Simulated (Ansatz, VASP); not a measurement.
## MgSe in VASP and in Ansatz

INCAR

```
  PREC = Accurate
  ENCUT = 600
  EDIFF = 1E-6
  ISMEAR = 0
  SIGMA = 0.05
  LREAL = F
  LASPH = T
  NELM = 120
  ALGO = Normal
  ISIF = 2
  LWAVE = F
  LCHARG = F
  GGA = PS
  NBANDS = 11
  GGA_COMPAT = F
```

The input KPOINTS:

```
Automatic mesh
0
Gamma
  8 8 8
```

File POSCAR:

```
MgSe
1.0
    0.0000000000      2.7429059679      2.7429059679
    2.7429059679      0.0000000000      2.7429059679
    2.7429059679      2.7429059679      0.0000000000
Mg Se
1 1
Direct
    0.0000000000      0.0000000000      0.0000000000
    0.5000000000      0.5000000000      0.5000000000
```

Input for Ansatz:

```yaml
crystal:
  lattice:
    - [0.0, 2.7429059679, 2.7429059679]
    - [2.7429059679, 0.0, 2.7429059679]
    - [2.7429059679, 2.7429059679, 0.0]
  atoms:
    - { symbol: Mg, position: [0.0, 0.0, 0.0] }
    - { symbol: Se, position: [0.5, 0.5, 0.5] }
basis:
  ecutwfc: 420
  ecutrho_ratio: 4
kpoints:
  mp_grid: { grid: [8, 8, 8] }
hamiltonian:
  xc: pbesol
scf:
  occupations: { method: gaussian, width: 0.05 }
output:
  forces: true
  stress: true
  eigenvalues: true
```

Alike in both runs: task single point; functional PBEsol; k mesh 8 × 8 × 8; occupations gaussian, width 0.05 eV; no spin polarisation.

|  | VASP | Ansatz |
| --- | --- | --- |
| version | VASP 6.6.1 | Ansatz 0.2.0 |
| potentials or method | VASP PAW PBE potentials, release 64 (Mg, Se), cutoff 600 eV | scalar-relativistic, plane waves, PAW |
| valence electrons in the cell | 8 | 26 |

```tsv
	VASP	Ansatz	Ansatz less VASP
gap on the k mesh at the Fermi level (eV)	1.73	1.74	+0.013
least direct gap on the mesh (eV)	2.37	2.37	0.000
pressure (GPa)	-1.3	-1.2	+0.06
```

VASP's potentials were made for PBE, not for PBEsol. The functional is the same, so the differences come from potentials, cutoffs and numerics. VASP's potentials hold 8 valence electrons a cell and Ansatz's 26, so a difference there can come from the potentials and not from the codes.
